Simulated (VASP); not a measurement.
# HfBr5 (F-43m) in VASP: further runs

The runs below take HfBr5 through single point, relaxation of cell and atoms, with PBE.

Program: VASP 6.6.1. These are calculated values, not measurements. Logs are shortened: lines on timing, memory, paths and dates and some standing lists are left out, and cuts for length are marked.

## 1. The cell of the first run

The structure is cubic, space group F-43m (No. 216). Conventional cell: a = 9.045 Å, b = 9.045 Å, c = 9.045 Å, α = 90.00°, β = 90.00°, γ = 90.00°. Within 4.9 Å of Hf (site symmetry -43m) lie 16 Br at 3.75 to 3.92 Å. Br (site symmetry 3m) has 9 Br at 3.20 to 3.75 Å and 3 Hf at 3.75 Å within 4.2 Å. Br (site symmetry -43m) has 12 Br at 3.75 Å and 4 Hf at 3.92 Å within 4.9 Å.

## 2. Single point, PBE

Contents of INCAR:

```
ALGO = Normal ; EDIFF = 1E-6
ENCUT = 520 ; GGA = PE
ISIF = 2 ; ISMEAR = 0
LASPH = True ; LCHARG = False
LREAL = False ; LWAVE = False
NBANDS = 32 ; NELM = 80
PREC = Accurate ; SIGMA = 0.1
```

Contents of KPOINTS:

```
k-points
0
Gamma
  4 4 4
```

Contents of POSCAR:

```
HfBr5
1.0
    0.0000000000      4.5225942300      4.5225942300
    4.5225942300      0.0000000000      4.5225942300
    4.5225942300      4.5225942300      0.0000000000
Hf Br
1 5
Direct
    0.0000000000      0.0000000000      0.0000000000
    0.1250000000      0.6250000000      0.6250000000
    0.6250000000      0.6250000000      0.6250000000
    0.6250000000      0.1250000000      0.6250000000
    0.6250000000      0.6250000000      0.1250000000
    0.2500000000      0.2500000000      0.2500000000
```

Potentials or basis: VASP PAW PBE potentials, release 64 (Hf_pv, Br).

Command:

```
> cat potpaw_PBE.64/Hf_pv/POTCAR potpaw_PBE.64/Br/POTCAR > POTCAR
> mpirun -np 1 vasp_std > vasp.out
```

OUTCAR:

```text
EDIFF = 1E-6
   ENCUT = 520
   GGA = PE
   ISIF = 2
   ISMEAR = 0
   LASPH = True
   LREAL = False
   NELM = 80
   PREC = Accurate

 ion  position               nearest neighbor table
   1  0.000  0.000  0.000-
   2  0.125  0.625  0.625-
   3  0.625  0.625  0.625-
   4  0.625  0.125  0.625-
   5  0.625  0.625  0.125-
   6  0.250  0.250  0.250-

  LATTYP: Found a face centered cubic cell.
 ALAT       =     9.0451884600

  Lattice vectors:

 A1 = (   0.0000000000,   4.5225942300,   4.5225942300)
 A2 = (   4.5225942300,   0.0000000000,   4.5225942300)
 A3 = (   4.5225942300,   4.5225942300,   0.0000000000)

Analysis of symmetry for initial positions (statically):
=====================================================================
 Subroutine PRICEL returns:
 Original cell was already a primitive cell.

 Routine SETGRP: Setting up the symmetry group for a
 face centered cubic supercell.

 Subroutine GETGRP returns: Found 24 space group operations
 (whereof 24 operations were pure point group operations)
 out of a pool of 48 trial point group operations.

The static configuration has the point symmetry T_d .

Analysis of symmetry for dynamics (positions and initial velocities):
=====================================================================
 Subroutine PRICEL returns:
 Original cell was already a primitive cell.

 Routine SETGRP: Setting up the symmetry group for a
 face centered cubic supercell.

 Subroutine GETGRP returns: Found 24 space group operations
 (whereof 24 operations were pure point group operations)
 out of a pool of 48 trial point group operations.

The dynamic configuration has the point symmetry T_d .

 Subroutine INISYM returns: Found 24 space group operations
 (whereof 24 operations are pure point group operations),
 and found     1 'primitive' translations

----------------------------------------------------------------------------------------

                                     Primitive cell

  volume of cell :     185.0090

  direct lattice vectors                    reciprocal lattice vectors
     0.000000000  4.522594230  4.522594230    -0.110556016  0.110556016  0.110556016
     4.522594230  0.000000000  4.522594230     0.110556016 -0.110556016  0.110556016
     4.522594230  4.522594230  0.000000000     0.110556016  0.110556016 -0.110556016

  length of vectors
     6.395914097  6.395914097  6.395914097     0.191488637  0.191488637  0.191488637

  position of ions in fractional coordinates (direct lattice)
     0.000000000  0.000000000  0.000000000
     0.125000000  0.625000000  0.625000000
     0.625000000  0.625000000  0.625000000
     0.625000000  0.125000000  0.625000000
     0.625000000  0.625000000  0.125000000
     0.250000000  0.250000000  0.250000000

  ion indices of the primitive-cell ions
   primitive index   ion index
                 1           1
                 2           2
                 3           3
                 4           4
                 5           5
                 6           6

----------------------------------------------------------------------------------------

 KPOINTS: k-points

Automatic generation of k-mesh.
 Grid dimensions read from file:
 generate k-points for:    4    4    4

 Generating k-lattice:

  Cartesian coordinates                     Fractional coordinates (reciprocal lattice)
    -0.027639004  0.027639004  0.027639004     0.250000000  0.000000000  0.000000000
     0.027639004 -0.027639004  0.027639004     0.000000000  0.250000000  0.000000000
     0.027639004  0.027639004 -0.027639004     0.000000000  0.000000000  0.250000000

  Length of vectors
     0.047872159  0.047872159  0.047872159

  Shift w.r.t. Gamma in fractional coordinates (k-lattice)
     0.000000000  0.000000000  0.000000000

 Subroutine IBZKPT returns following result:
 ===========================================

 Found      8 irreducible k-points:

 Following reciprocal coordinates:
            Coordinates               Weight
  0.000000  0.000000  0.000000      1.000000
  0.250000  0.000000  0.000000      8.000000
  0.500000  0.000000  0.000000      4.000000
  0.250000  0.250000  0.000000      6.000000
  0.500000  0.250000  0.000000     24.000000
 -0.250000  0.250000  0.000000     12.000000
  0.500000  0.500000  0.000000      3.000000
 -0.250000  0.500000  0.250000      6.000000
   k-points           NKPTS =      8   k-points in BZ     NKDIM =      8   number of bands    NBANDS=     32
   number of dos      NEDOS =    301   number of ions     NIONS =      6
   total plane-waves  NPLWV = 110592
   dimension x,y,z NGX =    48 NGY =   48 NGZ =   48
   dimension x,y,z NGXF=    96 NGYF=   96 NGZF=   96
   ions per type =               1   5
   NGX,Y,Z   is equivalent  to a cutoff of  12.48, 12.48, 12.48 a.u.
   NGXF,Y,Z  is equivalent  to a cutoff of  24.95, 24.95, 24.95 a.u.
 SYSTEM =  unknown system
   PREC   = accura    normal or accurate (medium, high low for compatibility)
   ISTART =      0    job   : 0-new  1-cont  2-samecut
   ICHARG =      2    charge: 1-file 2-atom 10-const
   ISPIN  =      1    spin polarized calculation?
   LNONCOLLINEAR =      F non collinear calculations
   LSORBIT =      F    spin-orbit coupling
   LASPH  =      T    aspherical Exc in radial PAW
   ENCUT  =  520.0 eV  38.22 Ry    6.18 a.u.  11.89 11.89 11.89*2*pi/ulx,y,z
   NELM   =     80;   NELMIN=  2; NELMDL= -5     # of ELM steps
   EDIFF  = 0.1E-05   stopping-criterion for ELM
   LREAL  =      F    real-space projection
   EDIFFG = 0.1E-04   stopping-criterion for IOM
   NSW    =      0    number of steps for IOM
   IBRION =     -1    ionic relax: 0-MD 1-quasi-New 2-CG
   NFREE  =      0    steps in history (QN), initial steepest desc. (CG)
   ISIF   =      2    stress and relaxation
   ISYM   =      2    0-nonsym 1-usesym 2-fastsym
   POTIM  = 0.5000    time-step for ionic-motion
   TEBEG  =    0.0;   TEEND  =   0.0 temperature during run
   PSTRESS=    0.0 pullay stress
   NELECT =      45.0000    total number of electrons
   NUPDOWN=      -1.0000    fix difference up-down
   EMIN   =  10.00;   EMAX   =-10.00  energy-range for DOS
   EFERMI =   0.00;   METHOD = LEGACY
   ISMEAR =     0;   SIGMA  =   0.10  broadening in eV -4-tet -1-fermi 0-gaus
   EFERMI_NEDOS =   21; number of points for ismear=-14 and -15
   IALGO  =     38    algorithm
   IMIX   =      4    mixing-type and parameters
     AMIX     =   0.40;   BMIX     =  1.00
     AMIX_MAG =   1.60;   BMIX_MAG =  1.00
  volume/ion in A,a.u.               =      30.83       208.08
  Fermi-wavevector in a.u.,A,eV,Ry     =   1.021915  1.931139 14.208700  1.044310
  Thomas-Fermi vector in A             =   2.155566
   LORBIT       =      0    0 simple, 1 ext, 2 COOP (PROOUT), +10 PAW based schemes
   GGA     = PE    functional components
   LHFCALC =     F    Hartree Fock is set to
   AEXX    =    0.0000 exact exchange contribution
   IVDW    =     0    specifies the selected vdW correction
   LEPSILON=     F    determine dielectric tensor
   LRPA    =     F    only Hartree local field effects (RPA)
 non-spin polarized calculation
 Gauss-broadening in eV      SIGMA  =   0.10
  energy-cutoff  :      520.00
  volume of cell :      185.01
 maximum number of plane-waves:      4994
   NGX = 23   NGY = 23   NGZ = 23

 number of electron      45.0000012 magnetization

 Free energy of the ion-electron system (eV)
  ---------------------------------------------------
  ext. energy  EPLUGINS =         0.00000000
  ---------------------------------------------------
  free energy    TOTEN  =       -14.37729325 eV

  energy without entropy =      -14.32689937  energy(sigma->0) =      -14.35209631

 E-fermi :   1.6858     XC(G=0):  -8.8013

 val. band max:        1.6591738439   @ k =   0.5000   0.5000   0.0000
 cond. band min:       1.7221626466   @ k =   0.5000   0.0000   0.0000
 fundamental gap:      0.0629888027
 Fermi energy:         1.6858486796

 k-point     1 :       0.0000    0.0000    0.0000
  band No.  band energies     occupation
      1     -32.4309      2.00000
      2     -32.4309      2.00000
      3     -32.4309      2.00000
      4     -13.6212      2.00000
      5     -12.2118      2.00000
      6     -12.2118      2.00000
[... 24 lines left out ...]
     31       6.2782      0.00000
     32       6.2782      0.00000

 k-point     2 :       0.2500    0.0000    0.0000
  band No.  band energies     occupation
      1     -32.4309      2.00000
      2     -32.4309      2.00000
      3     -32.4309      2.00000
      4     -13.4888      2.00000
      5     -12.4082      2.00000
      6     -12.2169      2.00000
[... 24 lines left out ...]
     31       6.5099      0.00000
     32       6.5099      0.00000

 k-point     3 :       0.5000    0.0000    0.0000
  band No.  band energies     occupation
      1     -32.4310      2.00000
      2     -32.4309      2.00000
      3     -32.4309      2.00000
      4     -13.2854      2.00000
      5     -12.6759      2.00000
      6     -12.2220      2.00000
[... 24 lines left out ...]
     31       6.8448      0.00000
     32       6.8448      0.00000

 k-point     4 :       0.2500    0.2500    0.0000
  band No.  band energies     occupation
      1     -32.4309      2.00000
      2     -32.4309      2.00000
      3     -32.4309      2.00000
      4     -13.4390      2.00000
      5     -12.4567      2.00000
      6     -12.2222      2.00000
[... 24 lines left out ...]
     31       6.3489      0.00000
     32       6.3489      0.00000

 k-point     5 :       0.5000    0.2500    0.0000
  band No.  band energies     occupation
      1     -32.4310      2.00000
      2     -32.4309      2.00000
      3     -32.4309      2.00000
      4     -13.2019      2.00000
      5     -12.7349      2.00000
      6     -12.2686      2.00000
[... 24 lines left out ...]
     31       6.7395      0.00000
     32       6.7953      0.00000

 k-point     6 :      -0.2500    0.2500    0.0000
  band No.  band energies     occupation
      1     -32.4309      2.00000
      2     -32.4309      2.00000
      3     -32.4309      2.00000
      4     -13.2988      2.00000
      5     -12.6258      2.00000
      6     -12.2721      2.00000
[... 24 lines left out ...]
     31       6.4183      0.00000
     32       6.9372      0.00000

 k-point     7 :       0.5000    0.5000    0.0000
  band No.  band energies     occupation
      1     -32.4310      2.00000
      2     -32.4309      2.00000
      3     -32.4309      2.00000
      4     -12.9920      2.00000
      5     -12.9561      2.00000
      6     -12.2325      2.00000
[... 24 lines left out ...]
     31       6.6211      0.00000
     32       6.6211      0.00000

 k-point     8 :      -0.2500    0.5000    0.2500
  band No.  band energies     occupation
      1     -32.4310      2.00000
      2     -32.4309      2.00000
      3     -32.4309      2.00000
      4     -12.9820      2.00000
      5     -12.9541      2.00000
      6     -12.2957      2.00000
[... 24 lines left out ...]
     31       6.9342      0.00000
     32       7.0915      0.00000

------------------------ aborting loop because EDIFF is reached ----------------------------------------

  FORCE on cell =-STRESS in cart. coord.  units (eV):
  Direction    XX          YY          ZZ          XY          YZ          ZX
  --------------------------------------------------------------------------------------
  -------------------------------------------------------------------------------------
  Total       -5.5972329     -5.5972329     -5.5972329      0.0000000     -0.0000000      0.0000000
  in kB      -48.4720173    -48.4720173    -48.4720173      0.0000000     -0.0000000      0.0000000
  external PRESSURE =     -48.4720173 kB  Pullay stress =       0.0000000 kB

 VOLUME and BASIS-vectors are now :
 -----------------------------------------------------------------------------
  energy-cutoff  :      520.00
  volume of cell :      185.01
      direct lattice vectors                 reciprocal lattice vectors
     0.000000000  4.522594230  4.522594230    -0.110556016  0.110556016  0.110556016
     4.522594230  0.000000000  4.522594230     0.110556016 -0.110556016  0.110556016
     4.522594230  4.522594230  0.000000000     0.110556016  0.110556016 -0.110556016

 POSITION                                       TOTAL-FORCE (eV/Angst)
 -----------------------------------------------------------------------------------
      0.00000      0.00000      0.00000        -0.000000     -0.000000     -0.000000
      5.65324      3.39195      3.39195         0.053291     -0.053291     -0.053291
      5.65324      5.65324      5.65324         0.053291      0.053291      0.053291
      3.39195      5.65324      3.39195        -0.053291      0.053291     -0.053291
      3.39195      3.39195      5.65324        -0.053291     -0.053291      0.053291
      2.26130      2.26130      2.26130        -0.000000     -0.000000     -0.000000
 -----------------------------------------------------------------------------------
    total drift:                                0.000000      0.000000      0.000000

  FREE ENERGIE OF THE ION-ELECTRON SYSTEM (eV)
  ---------------------------------------------------
  free  energy   TOTEN  =       -14.3772932526 eV

  energy  without entropy=      -14.3268993732  energy(sigma->0) =      -14.35209631
```

Wall time 1.9 min (1 thread of Intel Xeon 6975P-C, shared host); peak memory 0.33 GiB.

What came out:

```yaml
Free_energy: -14.3773 eV
Pressure: -4.8 GPa
```

Levels at points of the mesh, in eV from the Fermi level:
```tsv
k point	band 19	band 20	band 21	band 22	band 23	band 24	band 25	band 26	band 27	band 28
(0.00, 0.00, 0.00)	-0.50	-0.50	-0.50	0.28	0.28	0.28	0.43	0.43	0.43	0.55
(0.50, 0.00, 0.00)	-1.15	-1.15	-0.48	-0.08	-0.08	0.04	0.35	0.45	0.45	0.67
(0.50, 0.50, 0.00)	-1.41	-1.30	-1.30	-0.03	-0.03	0.11	0.20	0.50	0.50	0.60
```

Caveat: spin-orbit coupling is left out, which moves the levels of the heavy elements; an odd number of electrons without spin polarisation forces a metal; a magnetic or distorted state may lie lower.

(Part 1 of 2 ends here.)
